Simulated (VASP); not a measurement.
A run of VASP 6.6.1 is set up as follows.

File INCAR:

```
PREC = Accurate
ENCUT = 520
EDIFF = 1E-7
ISMEAR = -1
SIGMA = 0.05
LREAL = F
LASPH = T
NELM = 100
ALGO = Normal
ISIF = 2
LWAVE = F
LCHARG = F
GGA = PS
NBANDS = 16
```

The input KPOINTS:

```
regular mesh
0
Gamma
  10 10 10
```

POSCAR

```
WC
1.0
    0.0000000000      2.1926840000      2.1926840000
    2.1926840000      0.0000000000      2.1926840000
    2.1926840000      2.1926840000      0.0000000000
W C
1 1
Direct
    0.0000000000      0.0000000000      0.0000000000
    0.5000000000      0.5000000000      0.5000000000
```

Potentials or basis: VASP PAW PBE potentials, release 64 (W_sv, C).

Command:

```console
$ cat potpaw_PBE.64/W_sv/POTCAR potpaw_PBE.64/C/POTCAR > POTCAR
$ mpirun -np 1 vasp_std > vasp.out
```

(1) Estimate the pressure.

(2) What does it give for the band gap on the k mesh?

## Answers

(1) -9.3 GPa.

(2) zero (band 9 reaches 13.30 eV, above the bottom of band 10 at 10.11 eV).

Caveat: the PAW data sets were made with another functional, which shifts forces and pressure a little; spin-orbit coupling is left out, which moves the levels of the heavy elements.
